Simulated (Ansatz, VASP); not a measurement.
# LiCl in VASP and in Ansatz

Contents of INCAR:

```
PREC = Accurate ; ENCUT = 520
EDIFF = 1E-6 ; ISMEAR = 0
SIGMA = 0.01 ; LREAL = False
LASPH = True ; NELM = 60
ALGO = Normal ; ISIF = 2
LWAVE = False ; LCHARG = False
GGA = PE ; NBANDS = 12
```

The input KPOINTS:

```
Automatic mesh
0
Gamma
  8 8 8
```

Contents of POSCAR:

```
LiCl
1.0
    0.0000000000      2.6256415279      2.6256415279
    2.6256415279      0.0000000000      2.6256415279
    2.6256415279      2.6256415279      0.0000000000
Li Cl
1 1
Direct
    0.0000000000      0.0000000000      0.0000000000
    0.5000000000      0.5000000000      0.5000000000
```

Input for Ansatz:

```yaml
crystal:
  lattice:
    - [0.0, 2.6256415279, 2.6256415279]
    - [2.6256415279, 0.0, 2.6256415279]
    - [2.6256415279, 2.6256415279, 0.0]
  atoms:
    - { symbol: Li, position: [0.0, 0.0, 0.0] }
    - { symbol: Cl, position: [0.5, 0.5, 0.5] }
kpoints:
  mp_grid: { grid: [8, 8, 8] }
hamiltonian:
  xc: pbe
scf:
  occupations: { method: fixed }
  n_extra_bands: 4
output:
  forces: true
  stress: true
  eigenvalues: true
```

Alike in both runs: task single point; functional PBE; k mesh 8 × 8 × 8; no spin polarisation.

```csv
,VASP,Ansatz
version,VASP 6.6.1,Ansatz 0.2.0
potentials or method,"VASP PAW PBE potentials, release 64 (Li_sv, Cl)","plane waves, PAW"
plane-wave cutoff (eV),520,420
occupations,"gaussian, width 0.01 eV",fixed
valence electrons in the cell,10,10
```

```tsv
	VASP	Ansatz	Ansatz less VASP
gap on the k mesh at the Fermi level (eV)	5.96	5.95	-0.011
```

Noted on VASP's run: the cutoff is short for stress, so the pressure is rough.
